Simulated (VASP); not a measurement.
# Mo in VASP: a series of runs

The runs below take Mo through single point, with PBE.

All numbers are computed with VASP 6.6.1; they aren't measurements. Logs are shortened: lines on timing, memory, paths and dates and some standing lists are left out, and cuts for length are marked.

## (1) The cell of the first run

The cell holds a slab with vacuum, 8 atoms: a = 4.227 Å, b = 4.227 Å, c = 29.104 Å, α = 90.00°, β = 90.00°, γ = 90.00°.

## (2) Single point, PBE

The input, INCAR:

```
PREC     = Accurate       # precision mode
ENCUT    = 400            # plane-wave cutoff, eV
EDIFF    = 1E-6           # SCF threshold, eV
ISMEAR   = 1              # smearing method
SIGMA    = 0.1            # smearing width, eV
LREAL    = F              # projectors in reciprocal space
LASPH    = T              # aspherical terms in the spheres
NELM     = 120            # most SCF steps
ALGO     = Normal         # electronic algorithm
ISIF     = 2              # what is computed and relaxed
LWAVE    = F              # write WAVECAR
LCHARG   = F              # write CHGCAR
LDIPOL   = T            
IDIPOL   = 3            
DIPOL    = 0.5 0.5 0.681
GGA      = PE             # functional
NBANDS   = 66             # bands
GGA_COMPAT= F            
NELMDL   = -8
```

The input, KPOINTS:

```
regular mesh
0
Gamma
  8 8 1
```

The input, POSCAR:

```
Mo
1.0
    4.2272125009      0.0000000000      0.0000000000
    0.0000000000      4.2272125009      0.0000000000
    0.0000000000      0.0000000000     29.1035349734
Mo
8
Direct
    0.0000000000      0.0000000000      0.6048435752
    0.5000000000      0.5000000000      0.5883183203
    0.0000000000      0.5000000000      0.6525052043
    0.5000000000      0.0000000000      0.6525052043
    0.0000000000      0.0000000000      0.7114199190
    0.5000000000      0.5000000000      0.7117871207
    0.0000000000      0.5000000000      0.7631230091
    0.5000000000      0.0000000000      0.7631230091
```

Potentials or basis: VASP PAW PBE potentials, release 64 (Mo_sv).

The run is started by

```sh
$ cat potpaw_PBE.64/Mo_sv/POTCAR > POTCAR
$ mpirun -np 1 vasp_std > vasp.out
```

OUTCAR:

```text
PREC = Accurate
   ENCUT = 400
   EDIFF = 1E-6
   ISMEAR = 1
   LREAL = F
   LASPH = T
   NELM = 120
   ISIF = 2
   GGA = PE
   NELMDL = -8

 ion  position               nearest neighbor table
   1  0.000  0.000  0.605-   3 2.53   4 2.53   3 2.53   4 2.53   2 3.03   2 3.03   2 3.03   2 3.03
                             5 3.10
   2  0.500  0.500  0.588-   3 2.82   4 2.82   4 2.82   3 2.82   1 3.03   1 3.03   1 3.03   1 3.03

   3  0.000  0.500  0.653-   1 2.53   1 2.53   5 2.72   5 2.72   6 2.73   6 2.73   2 2.82   2 2.82
                             4 2.99   4 2.99   4 2.99   4 2.99   7 3.22
   4  0.500  0.000  0.653-   1 2.53   1 2.53   5 2.72   5 2.72   6 2.73   6 2.73   2 2.82   2 2.82
                             3 2.99   3 2.99   3 2.99   3 2.99   8 3.22
   5  0.000  0.000  0.711-   7 2.59   8 2.59   7 2.59   8 2.59   3 2.72   3 2.72   4 2.72   4 2.72
                             6 2.99   6 2.99   6 2.99   6 2.99   1 3.10
   6  0.500  0.500  0.712-   7 2.59   8 2.59   8 2.59   7 2.59   4 2.73   3 2.73   3 2.73   4 2.73
                             5 2.99   5 2.99   5 2.99   5 2.99
   7  0.000  0.500  0.763-   6 2.59   6 2.59   5 2.59   5 2.59   8 2.99   8 2.99   8 2.99   8 2.99
                             3 3.22
   8  0.500  0.000  0.763-   6 2.59   6 2.59   5 2.59   5 2.59   7 2.99   7 2.99   7 2.99   7 2.99
                             4 3.22

  LATTYP: Found a simple tetragonal cell.
 ALAT       =     4.2272125009
 C/A-ratio  =     6.8848052865

  Lattice vectors:

 A1 = (   4.2272125009,   0.0000000000,   0.0000000000)
 A2 = (   0.0000000000,   4.2272125009,   0.0000000000)
 A3 = (   0.0000000000,   0.0000000000,  29.1035349734)

Analysis of symmetry for initial positions (statically):
=====================================================================
 Subroutine PRICEL returns:
 Original cell was already a primitive cell.

 Routine SETGRP: Setting up the symmetry group for a
 simple tetragonal supercell.

 Subroutine GETGRP returns: Found  8 space group operations
 (whereof  8 operations were pure point group operations)
 out of a pool of 16 trial point group operations.

The static configuration has the point symmetry C_4v.

Analysis of symmetry for dynamics (positions and initial velocities):
=====================================================================
 Subroutine PRICEL returns:
 Original cell was already a primitive cell.

 Routine SETGRP: Setting up the symmetry group for a
 simple tetragonal supercell.

 Subroutine GETGRP returns: Found  8 space group operations
 (whereof  8 operations were pure point group operations)
 out of a pool of 16 trial point group operations.

The dynamic configuration has the point symmetry C_4v.

 Subroutine INISYM returns: Found  8 space group operations
 (whereof  8 operations are pure point group operations),
 and found     1 'primitive' translations

----------------------------------------------------------------------------------------

                                     Primitive cell

  volume of cell :     520.0605

  direct lattice vectors                    reciprocal lattice vectors
     4.227212501  0.000000000  0.000000000     0.236562510  0.000000000  0.000000000
     0.000000000  4.227212501  0.000000000     0.000000000  0.236562510  0.000000000
     0.000000000  0.000000000 29.103534973     0.000000000  0.000000000  0.034360087

  length of vectors
     4.227212501  4.227212501 29.103534973     0.236562510  0.236562510  0.034360087

  position of ions in fractional coordinates (direct lattice)
     0.000000000  0.000000000  0.604843575
     0.500000000  0.500000000  0.588318320
     0.000000000  0.500000000  0.652505204
     0.500000000  0.000000000  0.652505204
     0.000000000  0.000000000  0.711419919
     0.500000000  0.500000000  0.711787121
     0.000000000  0.500000000  0.763123009
     0.500000000  0.000000000  0.763123009

  ion indices of the primitive-cell ions
   primitive index   ion index
                 1           1
                 2           2
                 3           3
                 4           4
                 5           5
                 6           6
                 7           7
                 8           8

----------------------------------------------------------------------------------------

 KPOINTS: regular mesh

Automatic generation of k-mesh.
 Grid dimensions read from file:
 generate k-points for:    8    8    1

 Generating k-lattice:

  Cartesian coordinates                     Fractional coordinates (reciprocal lattice)
     0.029570314  0.000000000  0.000000000     0.125000000  0.000000000  0.000000000
     0.000000000  0.029570314  0.000000000     0.000000000  0.125000000  0.000000000
     0.000000000  0.000000000  0.034360087     0.000000000  0.000000000  1.000000000

  Length of vectors
     0.029570314  0.029570314  0.034360087

  Shift w.r.t. Gamma in fractional coordinates (k-lattice)
     0.000000000  0.000000000  0.000000000

 Subroutine IBZKPT returns following result:
 ===========================================

 Found     15 irreducible k-points:

 Following reciprocal coordinates:
            Coordinates               Weight
  0.000000  0.000000  0.000000      1.000000
  0.125000  0.000000  0.000000      4.000000
  0.250000  0.000000  0.000000      4.000000
  0.375000  0.000000  0.000000      4.000000
  0.500000  0.000000  0.000000      2.000000
  0.125000  0.125000  0.000000      4.000000
  0.250000  0.125000  0.000000      8.000000
  0.375000  0.125000  0.000000      8.000000
  0.500000  0.125000  0.000000      4.000000
  0.250000  0.250000  0.000000      4.000000
  0.375000  0.250000  0.000000      8.000000
  0.500000  0.250000  0.000000      4.000000
  0.375000  0.375000  0.000000      4.000000
  0.500000  0.375000  0.000000      4.000000
  0.500000  0.500000  0.000000      1.000000
   k-points           NKPTS =     15   k-points in BZ     NKDIM =     15   number of bands    NBANDS=     66
   number of dos      NEDOS =    301   number of ions     NIONS =      8
   total plane-waves  NPLWV = 150528
   dimension x,y,z NGX =    28 NGY =   28 NGZ =  192
   dimension x,y,z NGXF=    56 NGYF=   56 NGZF=  384
   ions per type =               8
   NGX,Y,Z   is equivalent  to a cutoff of  11.01, 11.01, 10.97 a.u.
   NGXF,Y,Z  is equivalent  to a cutoff of  22.02, 22.02, 21.93 a.u.
 SYSTEM =  unknown system
   PREC   = accura    normal or accurate (medium, high low for compatibility)
   ISTART =      0    job   : 0-new  1-cont  2-samecut
   ICHARG =      2    charge: 1-file 2-atom 10-const
   ISPIN  =      1    spin polarized calculation?
   LNONCOLLINEAR =      F non collinear calculations
   LSORBIT =      F    spin-orbit coupling
   LASPH  =      T    aspherical Exc in radial PAW
   ENCUT  =  400.0 eV  29.40 Ry    5.42 a.u.   6.89  6.89 47.46*2*pi/ulx,y,z
   NELM   =    120;   NELMIN=  2; NELMDL= -8     # of ELM steps
   EDIFF  = 0.1E-05   stopping-criterion for ELM
   LREAL  =      F    real-space projection
   EDIFFG = 0.1E-04   stopping-criterion for IOM
   NSW    =      0    number of steps for IOM
   IBRION =     -1    ionic relax: 0-MD 1-quasi-New 2-CG
   NFREE  =      0    steps in history (QN), initial steepest desc. (CG)
   ISIF   =      2    stress and relaxation
   ISYM   =      2    0-nonsym 1-usesym 2-fastsym
   POTIM  = 0.5000    time-step for ionic-motion
   TEBEG  =    0.0;   TEEND  =   0.0 temperature during run
   PSTRESS=    0.0 pullay stress
   NELECT =     112.0000    total number of electrons
   NUPDOWN=      -1.0000    fix difference up-down
   EMIN   =  10.00;   EMAX   =-10.00  energy-range for DOS
   EFERMI =   0.00;   METHOD = LEGACY
   ISMEAR =     1;   SIGMA  =   0.10  broadening in eV -4-tet -1-fermi 0-gaus
   EFERMI_NEDOS =   21; number of points for ismear=-14 and -15
   IALGO  =     38    algorithm
   IMIX   =      4    mixing-type and parameters
     AMIX     =   0.40;   BMIX     =  1.00
     AMIX_MAG =   1.60;   BMIX_MAG =  1.00
  volume/ion in A,a.u.               =      65.01       438.69
  Fermi-wavevector in a.u.,A,eV,Ry     =   0.981287  1.854364 13.101388  0.962925
  Thomas-Fermi vector in A             =   2.112282
   LORBIT       =      0    0 simple, 1 ext, 2 COOP (PROOUT), +10 PAW based schemes
   GGA     = PE    functional components
   LHFCALC =     F    Hartree Fock is set to
   AEXX    =    0.0000 exact exchange contribution
   IVDW    =     0    specifies the selected vdW correction
   LEPSILON=     F    determine dielectric tensor
   LRPA    =     F    only Hartree local field effects (RPA)
 non-spin polarized calculation
 Methfessel and Paxton  Order N= 1 SIGMA  =   0.10
  energy-cutoff  :      400.00
  volume of cell :      520.06
 maximum number of plane-waves:      9498
 NGX is ok and might be reduce to    28
   NGX = 13   NGY = 13   NGZ = 95

 dipolmoment           0.000000      0.000000      0.000519 electrons x Angstroem

 number of electron     112.0000057 magnetization

 dipolmoment           0.000000      0.000000     -0.001490 electrons x Angstroem

 Free energy of the ion-electron system (eV)
  ---------------------------------------------------
  ext. energy  EPLUGINS =         0.00000000
  ---------------------------------------------------
  free energy    TOTEN  =       -78.92782028 eV

  energy without entropy =      -78.93116877  energy(sigma->0) =      -78.92893644

 E-fermi :   0.0175     XC(G=0):  -3.9617

 val. band max:        0.0119249684   @ k =   0.5000   0.3750   0.0000
 cond. band min:       0.0365192514   @ k =   0.1250   0.1250   0.0000
 fundamental gap:      0.0245942830
 Fermi energy:         0.0174736052

 k-point     1 :       0.0000    0.0000    0.0000
  band No.  band energies     occupation
      1     -60.9790      2.00000
      2     -60.7843      2.00000
      3     -60.7361      2.00000
      4     -60.6794      2.00000
      5     -60.6193      2.00000
      6     -60.4348      2.00000
[... 1024 lines left out ...]
     65       2.0890      0.00000
     66       2.3678      0.00000

------------------------ aborting loop because EDIFF is reached ----------------------------------------

 vacuum level on the upper side and lower side of the slab       (xc-potential included)        -0.015         0.000

  FORCE on cell =-STRESS in cart. coord.  units (eV):
  Direction    XX          YY          ZZ          XY          YZ          ZX
  --------------------------------------------------------------------------------------
  -------------------------------------------------------------------------------------
  Total        5.7849407      5.7849407     -1.3514708      0.0000000      0.0000000      0.0000000
  in kB       17.8219653     17.8219653     -4.1635459      0.0000000      0.0000000      0.0000000
  external PRESSURE =      10.4934616 kB  Pullay stress =       0.0000000 kB

 VOLUME and BASIS-vectors are now :
 -----------------------------------------------------------------------------
  energy-cutoff  :      400.00
  volume of cell :      520.06
      direct lattice vectors                 reciprocal lattice vectors
     4.227212501  0.000000000  0.000000000     0.236562510  0.000000000  0.000000000
     0.000000000  4.227212501  0.000000000     0.000000000  0.236562510  0.000000000
     0.000000000  0.000000000 29.103534973     0.000000000  0.000000000  0.034360087

 POSITION                                       TOTAL-FORCE (eV/Angst)
 -----------------------------------------------------------------------------------
      0.00000      0.00000     17.60309         0.000000     -0.000000     -1.711849
      2.11361      2.11361     17.12214         0.000000      0.000000      2.011696
      0.00000      2.11361     18.99021         0.000000      0.000000     -0.259065
      2.11361      0.00000     18.99021         0.000000     -0.000000     -0.259065
      0.00000      0.00000     20.70483        -0.000000     -0.000000      0.030738
      2.11361      2.11361     20.71552         0.000000      0.000000     -0.144202
      0.00000      2.11361     22.20958         0.000000      0.000000      0.165874
      2.11361      0.00000     22.20958         0.000000     -0.000000      0.165874
 -----------------------------------------------------------------------------------
    total drift:                                0.000000      0.000000     -0.001173

  FREE ENERGIE OF THE ION-ELECTRON SYSTEM (eV)
  ---------------------------------------------------
  free  energy   TOTEN  =       -78.9278202792 eV

  energy  without entropy=      -78.9311687689  energy(sigma->0) =      -78.92893644

 vacuum level on the upper side and lower side of the slab         3.996         4.011
```

Wall time 22 min (1 thread of Oxide Virtual Turin-like, shared host); peak memory 0.48 GiB.

Results:

```yaml
Free_energy: -78.9278 eV
Largest_force: 2.012 eV/Å
Band_gap_on_the_k_mesh: zero (bands 56 and 57 overlap by 0.52 eV)
```

Forces on the atoms (eV/Å):
```
Mo   0.000  0.000 -1.712
Mo   0.000  0.000  2.012
Mo   0.000  0.000 -0.259
Mo   0.000  0.000 -0.259
Mo   0.000  0.000  0.031
Mo   0.000  0.000 -0.144
Mo   0.000  0.000  0.166
Mo   0.000  0.000  0.166
```

(Continued in part 2 of 2.)

The gap in the log of VASP goes by the Fermi energy; the results here count the filled bands.